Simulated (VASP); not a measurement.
# W in VASP: single point with r2SCAN+D4

Aim: the single point of W with r2SCAN+D4.

Everything below comes from runs of VASP 6.6.1. Logs are shortened: lines on timing, memory, paths and dates and some standing lists are left out, and cuts for length are marked.

## (1) The cell of the first run

The cell holds a slab with vacuum, 6 atoms: a = 2.841 Å, b = 4.017 Å, c = 24.101 Å, α = 90.00°, β = 90.00°, γ = 90.00°.

## (2) Single point, r2SCAN+D4

Contents of POSCAR:

```
W
1.0
    2.8405558792      0.0000000000      0.0000000000
    0.0000000000      4.0171526490      0.0000000000
    0.0000000000      0.0000000000     24.1013896979
W
6
Direct
    0.5000000000      0.5000000000      0.3526767587
    0.0000000000      0.0000000000      0.4116060552
    0.5000000000      0.5000000000      0.4705353517
    0.0000000000      0.0000000000      0.5272047948
    0.5000000000      0.5000000000      0.5892142714
    0.0000000000      0.0000000000      0.6322086930
```

Contents of INCAR.step1:

```
PREC = Accurate
ENCUT = 440
ISMEAR = 0
SIGMA = 0.1
LREAL = False
LASPH = True
NELM = 120
LDIPOL = True
IDIPOL = 3
DIPOL = 0.5 0.5 0.497
NBANDS = 51
GGA = PE
ALGO = Normal
EDIFF = 1E-5
LWAVE = True
LCHARG = False
GGA_COMPAT = False
NELMDL = -8
```

Contents of INCAR.step2:

```
PREC = Accurate
ENCUT = 440
EDIFF = 1E-6
ISMEAR = 0
SIGMA = 0.1
LREAL = False
LASPH = True
NELM = 120
ALGO = Normal
ISIF = 2
LWAVE = False
LCHARG = False
LDIPOL = True
IDIPOL = 3
DIPOL = 0.5 0.5 0.497
METAGGA = R2SCAN
LMIXTAU = True
IVDW = 13
VDW_S6 = 1.0
VDW_S8 = 0.6018749
VDW_A1 = 0.51559235
VDW_A2 = 5.77342911
NBANDS = 51
ISTART = 1
GGA_COMPAT = False
```

Contents of KPOINTS:

```
Automatic mesh
0
Gamma
  10 7 1
```

Potentials or basis: VASP PAW PBE potentials, release 64 (W_sv).

Launch:

```console
$ cat potpaw_PBE.64/W_sv/POTCAR > POTCAR
$ cp INCAR.step1 INCAR
$ mpirun -np 1 vasp_std > vasp.out
$ cp INCAR.step2 INCAR
$ mpirun -np 1 vasp_std > vasp.out
```

OUTCAR:

```text
PREC = Accurate
   ENCUT = 440
   EDIFF = 1E-6
   ISMEAR = 0
   LREAL = False
   LASPH = True
   NELM = 120
   ISIF = 2
   METAGGA = R2SCAN
   IVDW = 13
   ISTART = 1

 ion  position               nearest neighbor table
   1  0.500  0.500  0.353-   3 2.84   2 2.84   2 2.84   2 2.84   2 2.84
   2  0.000  0.000  0.412-   4 2.79   1 2.84   1 2.84   1 2.84   1 2.84   3 2.84   3 2.84   3 2.84
                             3 2.84
   3  0.500  0.500  0.471-   4 2.81   4 2.81   4 2.81   4 2.81   1 2.84   2 2.84   2 2.84   2 2.84
                             2 2.84   5 2.86
   4  0.000  0.000  0.527-   6 2.53   2 2.79   3 2.81   3 2.81   3 2.81   3 2.81   5 2.88   5 2.88
                             5 2.88   5 2.88
   5  0.500  0.500  0.589-   6 2.67   6 2.67   6 2.67   6 2.67   3 2.86   4 2.88   4 2.88   4 2.88
                             4 2.88
   6  0.000  0.000  0.632-   4 2.53   5 2.67   5 2.67   5 2.67   5 2.67

  LATTYP: Found a simple orthorhombic cell.
 ALAT       =     2.8405558792
 B/A-ratio  =     1.4142135624
 C/A-ratio  =     8.4847440863

  Lattice vectors:

 A1 = (   2.8405558792,   0.0000000000,   0.0000000000)
 A2 = (   0.0000000000,   4.0171526490,   0.0000000000)
 A3 = (   0.0000000000,   0.0000000000,  24.1013896979)

Analysis of symmetry for initial positions (statically):
=====================================================================
 Subroutine PRICEL returns:
 Original cell was already a primitive cell.

 Routine SETGRP: Setting up the symmetry group for a
 simple orthorhombic supercell.

 Subroutine GETGRP returns: Found  4 space group operations
 (whereof  4 operations were pure point group operations)
 out of a pool of  8 trial point group operations.

The static configuration has the point symmetry C_2v.

Analysis of symmetry for dynamics (positions and initial velocities):
=====================================================================
 Subroutine PRICEL returns:
 Original cell was already a primitive cell.

 Routine SETGRP: Setting up the symmetry group for a
 simple orthorhombic supercell.

 Subroutine GETGRP returns: Found  4 space group operations
 (whereof  4 operations were pure point group operations)
 out of a pool of  8 trial point group operations.

The dynamic configuration has the point symmetry C_2v.

 Subroutine INISYM returns: Found  4 space group operations
 (whereof  4 operations are pure point group operations),
 and found     1 'primitive' translations

----------------------------------------------------------------------------------------

                                     Primitive cell

  volume of cell :     275.0197

  direct lattice vectors                    reciprocal lattice vectors
     2.840555879  0.000000000  0.000000000     0.352043770  0.000000000  0.000000000
     0.000000000  4.017152649  0.000000000     0.000000000  0.248932537  0.000000000
     0.000000000  0.000000000 24.101389698     0.000000000  0.000000000  0.041491383

  length of vectors
     2.840555879  4.017152649 24.101389698     0.352043770  0.248932537  0.041491383

  position of ions in fractional coordinates (direct lattice)
     0.500000000  0.500000000  0.352676759
     0.000000000  0.000000000  0.411606055
     0.500000000  0.500000000  0.470535352
     0.000000000  0.000000000  0.527204795
     0.500000000  0.500000000  0.589214271
     0.000000000  0.000000000  0.632208693

  ion indices of the primitive-cell ions
   primitive index   ion index
                 1           1
                 2           2
                 3           3
                 4           4
                 5           5
                 6           6

----------------------------------------------------------------------------------------

 KPOINTS: Automatic mesh

Automatic generation of k-mesh.
 Grid dimensions read from file:
 generate k-points for:   10    7    1

 Generating k-lattice:

  Cartesian coordinates                     Fractional coordinates (reciprocal lattice)
     0.035204377  0.000000000  0.000000000     0.100000000  0.000000000  0.000000000
     0.000000000  0.035561791  0.000000000     0.000000000  0.142857143  0.000000000
     0.000000000  0.000000000  0.041491383     0.000000000  0.000000000  1.000000000

  Length of vectors
     0.035204377  0.035561791  0.041491383

  Shift w.r.t. Gamma in fractional coordinates (k-lattice)
     0.000000000  0.000000000  0.000000000

 Subroutine IBZKPT returns following result:
 ===========================================

 Found     24 irreducible k-points:

 Following reciprocal coordinates:
            Coordinates               Weight
  0.000000  0.000000  0.000000      1.000000
  0.100000  0.000000  0.000000      2.000000
  0.200000  0.000000  0.000000      2.000000
  0.300000  0.000000  0.000000      2.000000
  0.400000  0.000000  0.000000      2.000000
  0.500000  0.000000  0.000000      1.000000
[... 16 lines left out ...]
  0.400000  0.428571  0.000000      4.000000
  0.500000  0.428571  0.000000      2.000000
   k-points           NKPTS =     24   k-points in BZ     NKDIM =     24   number of bands    NBANDS=     51
   number of dos      NEDOS =    301   number of ions     NIONS =      6
   total plane-waves  NPLWV =  94080
   dimension x,y,z NGX =    20 NGY =   28 NGZ =  168
   dimension x,y,z NGXF=    40 NGYF=   56 NGZF=  336
   ions per type =               6
   NGX,Y,Z   is equivalent  to a cutoff of  11.71, 11.59, 11.59 a.u.
   NGXF,Y,Z  is equivalent  to a cutoff of  23.41, 23.18, 23.18 a.u.
 SYSTEM =  unknown system
   PREC   = accura    normal or accurate (medium, high low for compatibility)
   ISTART =      1    job   : 0-new  1-cont  2-samecut
   ICHARG =      0    charge: 1-file 2-atom 10-const
   ISPIN  =      1    spin polarized calculation?
   LNONCOLLINEAR =      F non collinear calculations
   LSORBIT =      F    spin-orbit coupling
   LASPH  =      T    aspherical Exc in radial PAW
   ENCUT  =  440.0 eV  32.34 Ry    5.69 a.u.   4.86  6.87 41.22*2*pi/ulx,y,z
   NELM   =    120;   NELMIN=  2; NELMDL=  0     # of ELM steps
   EDIFF  = 0.1E-05   stopping-criterion for ELM
   LREAL  =      F    real-space projection
   EDIFFG = 0.1E-04   stopping-criterion for IOM
   NSW    =      0    number of steps for IOM
   IBRION =     -1    ionic relax: 0-MD 1-quasi-New 2-CG
   NFREE  =      0    steps in history (QN), initial steepest desc. (CG)
   ISIF   =      2    stress and relaxation
   ISYM   =      2    0-nonsym 1-usesym 2-fastsym
   POTIM  = 0.5000    time-step for ionic-motion
   TEBEG  =    0.0;   TEEND  =   0.0 temperature during run
   PSTRESS=    0.0 pullay stress
   NELECT =      84.0000    total number of electrons
   NUPDOWN=      -1.0000    fix difference up-down
   EMIN   =  10.00;   EMAX   =-10.00  energy-range for DOS
   EFERMI =   0.00;   METHOD = LEGACY
   ISMEAR =     0;   SIGMA  =   0.10  broadening in eV -4-tet -1-fermi 0-gaus
   EFERMI_NEDOS =   21; number of points for ismear=-14 and -15
   IALGO  =     38    algorithm
   IMIX   =      4    mixing-type and parameters
     AMIX     =   0.40;   BMIX     =  1.00
     AMIX_MAG =   1.60;   BMIX_MAG =  1.00
  volume/ion in A,a.u.               =      45.84       309.32
  Fermi-wavevector in a.u.,A,eV,Ry     =   1.102504  2.083430 16.538074  1.215514
  Thomas-Fermi vector in A             =   2.238947
   LORBIT       =      0    0 simple, 1 ext, 2 COOP (PROOUT), +10 PAW based schemes
   METAGGA = R2SCAN    functional components
   LHFCALC =     F    Hartree Fock is set to
   AEXX    =    0.0000 exact exchange contribution
   IVDW    =    13    specifies the selected vdW correction
   LEPSILON=     F    determine dielectric tensor
   LRPA    =     F    only Hartree local field effects (RPA)
 non-spin polarized calculation
 Gauss-broadening in eV      SIGMA  =   0.10
  energy-cutoff  :      440.00
  volume of cell :      275.02
 maximum number of plane-waves:      5822
 NGX is ok and might be reduce to    20
   NGX =  9   NGY = 13   NGZ = 83

 dipolmoment           0.000000      0.000000     -0.145689 electrons x Angstroem

 number of electron      83.9999994 magnetization

 dipolmoment           0.000000      0.000000      0.010059 electrons x Angstroem

 Free energy of the ion-electron system (eV)
  ---------------------------------------------------
  ext. energy  EPLUGINS =         0.00000000
  ---------------------------------------------------
  free energy    TOTEN  =      -300.39590032 eV

  energy without entropy =     -300.36821507  energy(sigma->0) =     -300.38205770

 E-fermi :   1.0927     XC(G=0):  -6.0426

 val. band max:        1.0921669862   @ k =   0.1000   0.1429   0.0000
 cond. band min:       1.0983890240   @ k =   0.3000   0.4286   0.0000
 fundamental gap:      0.0062220378
 Fermi energy:         1.0926768696

 k-point     1 :       0.0000    0.0000    0.0000
  band No.  band energies     occupation
      1     -74.7813      2.00000
      2     -74.5749      2.00000
      3     -74.5246      2.00000
      4     -74.4422      2.00000
      5     -74.3708      2.00000
      6     -74.2847      2.00000
[... 43 lines left out ...]
     50       3.5282      0.00000
     51       3.9093      0.00000

 k-point     2 :       0.1000    0.0000    0.0000
  band No.  band energies     occupation
      1     -74.7765      2.00000
      2     -74.5696      2.00000
      3     -74.5173      2.00000
      4     -74.4374      2.00000
      5     -74.3688      2.00000
      6     -74.2847      2.00000
[... 43 lines left out ...]
     50       3.5292      0.00000
     51       3.7500      0.00000

 k-point     3 :       0.2000    0.0000    0.0000
  band No.  band energies     occupation
      1     -74.7641      2.00000
      2     -74.5562      2.00000
      3     -74.4972      2.00000
      4     -74.4246      2.00000
      5     -74.3639      2.00000
      6     -74.2853      2.00000
[... 43 lines left out ...]
     50       3.7005      0.00000
     51       3.9022      0.00000
[... 1027 lines left out ...]
 k-point    23 :       0.4000    0.4286    0.0000
  band No.  band energies     occupation
      1     -74.7351      2.00000
      2     -74.5259      2.00000
      3     -74.4350      2.00000
      4     -74.4008      2.00000
      5     -74.3499      2.00000
      6     -74.3014      2.00000
[... 43 lines left out ...]
     50       3.5542      0.00000
     51       4.3878      0.00000

 k-point    24 :       0.5000    0.4286    0.0000
  band No.  band energies     occupation
      1     -74.7311      2.00000
      2     -74.5218      2.00000
      3     -74.4304      2.00000
      4     -74.3969      2.00000
      5     -74.3457      2.00000
      6     -74.2977      2.00000
[... 43 lines left out ...]
     50       3.4373      0.00000
     51       4.7049      0.00000

------------------------ aborting loop because EDIFF is reached ----------------------------------------

 vacuum level on the upper side and lower side of the slab       (xc-potential included)         0.079        -0.077

  DFT-D4 for vdW energy calculation

  Edisp (eV):   -0.90106

  FORCE on cell =-STRESS in cart. coord.  units (eV):
  Direction    XX          YY          ZZ          XY          YZ          ZX
  --------------------------------------------------------------------------------------
  -------------------------------------------------------------------------------------
  Total      -2.03922    -2.41022    -3.08585     0.00000     0.00000     0.00000
  in kB     -11.87986   -14.04117   -17.97721     0.00000     0.00000     0.00000
  external pressure =      -14.63 kB  Pullay stress =        0.00 kB

 VOLUME and BASIS-vectors are now :
 -----------------------------------------------------------------------------
  energy-cutoff  :      440.00
  volume of cell :      275.02
      direct lattice vectors                 reciprocal lattice vectors
     2.840555879  0.000000000  0.000000000     0.352043770  0.000000000  0.000000000
     0.000000000  4.017152649  0.000000000     0.000000000  0.248932537  0.000000000
     0.000000000  0.000000000 24.101389698     0.000000000  0.000000000  0.041491383

 POSITION                                       TOTAL-FORCE (eV/Angst)
 -----------------------------------------------------------------------------------
      1.42028      2.00858      8.50000         0.000000      0.000000      2.104541
      0.00000      0.00000      9.92028         0.000000      0.000000     -1.994879
      1.42028      2.00858     11.34056         0.000000      0.000000     -0.115285
      0.00000      0.00000     12.70637         0.000000      0.000000     -0.032804
      1.42028      2.00858     14.20088         0.000000      0.000000     -0.011123
      0.00000      0.00000     15.23711         0.000000      0.000000      0.049549
 -----------------------------------------------------------------------------------
    total drift:                                0.000000      0.000000      0.000205

  FREE ENERGIE OF THE ION-ELECTRON SYSTEM (eV)
  ---------------------------------------------------
  free  energy   TOTEN  =      -301.2969553410 eV

  energy  without entropy=     -301.2692700864  energy(sigma->0) =     -301.28311271

 vacuum level on the upper side and lower side of the slab         5.406         5.245
```

Wall time 48 min (1 thread of Intel Xeon Platinum 8259CL at 2.50GHz (Skylake/Cascade Lake), shared host); peak memory 0.43 GiB.

Results:

```yaml
Free_energy: -301.2970 eV
Largest_force: 2.105 eV/Å
Band_gap_on_the_k_mesh: zero (bands 42 and 43 overlap by 0.97 eV)
Dispersion_energy_per_atom: -0.150 eV
```

Forces in eV/Å, atoms in the order of the input:
```
W    0.000  0.000  2.105
W    0.000  0.000 -1.995
W    0.000  0.000 -0.115
W    0.000  0.000 -0.033
W    0.000  0.000 -0.011
W    0.000  0.000  0.050
```

Caveat: the PAW data sets were made with another functional, which shifts forces and pressure a little; spin-orbit coupling is left out, which moves the levels of the heavy elements.
